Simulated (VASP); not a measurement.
H: single point with r2SCAN

H:

```
CELL_PARAMETERS angstrom
1.64853 -2.73169 0.00000
1.64853 2.73169 0.00000
0.00000 0.00000 6.31377
ATOMIC_POSITIONS crystal
H 0.56781 0.43219 0.99951
H 0.43219 0.56781 0.00049
H 0.43219 0.56781 0.49951
H 0.56781 0.43219 0.50049
```

```yaml
Program: VASP 6.6.1
Task: single point
Functional: r2SCAN
Potentials_or_basis: VASP PAW PBE potentials, release 64 (H)
Cutoff: 520 eV
k_mesh: 10 × 10 × 6
Occupations: gaussian, width 0.02 eV
Spin: no spin polarisation
```

The pressure is 0.1 GPa, the largest force is 0.010 eV/Å and the band gap on the k mesh is 9.08 eV.

Forces on the atoms (eV/Å):
```
H    0.000 -0.010  0.000
H    0.000  0.010  0.000
H    0.000  0.010  0.000
H    0.000 -0.010  0.000
```

Levels at points of the mesh, in eV from the valence-band top:
| k point | band 1 | band 2 | band 3 | band 4 | band 5 |
| --- | --- | --- | --- | --- | --- |
| (0.00, 0.00, 0.00) | -1.89 | -1.20 | 10.17 | 13.40 | 17.60 |
| (0.50, 0.00, 0.00) | -0.75 | -0.27 | 10.07 | 12.37 | 14.18 |
| (0.50, 0.50, 0.00) | -0.47 | -0.01 | 9.08 | 11.00 | 14.70 |
| (0.00, 0.00, 0.50) | -1.56 | -1.56 | 11.70 | 11.70 | 17.98 |
| (0.50, 0.00, 0.50) | -0.52 | -0.52 | 10.90 | 10.90 | 15.73 |
| (0.50, 0.50, 0.50) | -0.25 | -0.25 | 9.83 | 9.83 | 15.96 |

Wall time 9 min on 1 thread of AMD EPYC 7R13, on a shared host, peak memory 0.16 GiB.

Caveat: the PAW data sets were made with another functional, which shifts forces and pressure a little. A k mesh can miss the band edges.
